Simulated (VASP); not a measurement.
A run of VASP 6.6.1 is set up as follows.

Contents of INCAR:

```
ALGO = Normal ; EDIFF = 1E-6
ENCUT = 520 ; GGA = CA
ISIF = 2 ; ISMEAR = 0
ISPIN = 2 ; LASPH = T
LCHARG = T ; LDAU = T
LDAUJ = 0.9 0 ; LDAUL = 2 -1
LDAUPRINT = 1 ; LDAUTYPE = 1
LDAUU = 2 0 ; LELF = T
LMAXMIX = 4 ; LORBIT = 11
LREAL = F ; LVHAR = T
LWAVE = F ; MAGMOM = 3.12 3.12 0.62 0.62
NBANDS = 32 ; NELM = 150
NUPDOWN = 8.0 ; PREC = Accurate
SIGMA = 0.05
```

File KPOINTS:

```
k-points
0
Gamma
  6 6 6
```

Contents of POSCAR:

```
RuS
1.0
    0.0000000000      2.5467554600      2.5467554600
    2.5467554600      0.0000000000      2.5467554600
    5.0935109200      5.0935109200      0.0000000000
Ru S
2 2
Direct
    0.5000000000      0.5000000000      0.2500000000
    0.5000000000      0.5000000000      0.7500000000
    0.0000000000      0.0000000000      0.0000000000
    0.0000000000      0.0000000000      0.5000000000
```

Potentials or basis: VASP PAW LDA potentials, release 64 (Ru_pv, S).

Launch:

```bash
$ cat potpaw_LDA.64/Ru_pv/POTCAR potpaw_LDA.64/S/POTCAR > POTCAR
$ mpirun -np 1 vasp_std > vasp.out
```

(1) Estimate the pressure.

Results:

(1) 5.3 GPa.

Caveat: the cell stands under pressure; the total moment is fixed, so each spin has its own Fermi level.
